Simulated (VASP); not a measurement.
## Nb: single point with PBEsol

Crystal: Nb.

```
Nb
1.0
     0.00000    2.22075    2.16787
     2.22075    0.00000    2.16787
     2.22075    2.22075    0.00000
Nb
1
Direct
  0.00000 0.00000 0.00000
```

This cell differs from its parent crystal: strain +0.050 along x and y, +0.025 along z.

```json
{"Program": "VASP 6.6.1", "Task": "single point", "Functional": "PBEsol", "Potentials or basis": "VASP PAW PBE potentials, release 64 (Nb_sv)", "Cutoff": "500 eV", "k mesh": "20 × 20 × 20", "Occupations": "gaussian, width 0.15 eV", "Spin": "no spin polarisation"}
```

The pressure is -21.5 GPa and the band gap on the k mesh is zero (an odd number of electrons rules out a gap without spin polarisation).

Stress tensor (GPa, compression positive):
```
-20.12   0.00   0.00
  0.00 -20.12   0.00
  0.00   0.00 -24.35
```

Levels at points of the mesh, in eV from the Fermi level:
| k point | band 2 | band 3 | band 4 | band 5 | band 6 | band 7 | band 8 | band 9 | band 10 | band 11 |
| --- | --- | --- | --- | --- | --- | --- | --- | --- | --- | --- |
| (0.00, 0.00, 0.00) | -30.48 | -30.48 | -30.48 | -5.89 | 0.09 | 0.09 | 0.33 | 2.16 | 2.46 | 11.66 |
| (0.50, 0.00, 0.00) | -31.26 | -30.60 | -30.57 | -3.38 | -0.11 | 0.15 | 0.98 | 3.88 | 4.02 | 8.77 |
| (0.50, 0.50, 0.00) | -31.22 | -30.78 | -30.78 | -3.40 | -2.76 | 3.18 | 3.91 | 4.42 | 4.42 | 10.03 |
| (0.50, 0.00, 0.50) | -31.21 | -30.77 | -30.73 | -3.41 | -2.72 | 2.79 | 3.91 | 4.30 | 4.52 | 10.23 |

Run time: 79 s on 1 thread of Intel(R) Xeon(R) Platinum 8488C (Sapphire Rapids), on a shared host, peak memory 0.26 GiB.

Caveat: the cell differs from its parent crystal (strain +0.050 along x and y, +0.025 along z); the cell stands under tension; the PAW data sets were made with another functional, which shifts forces and pressure a little.
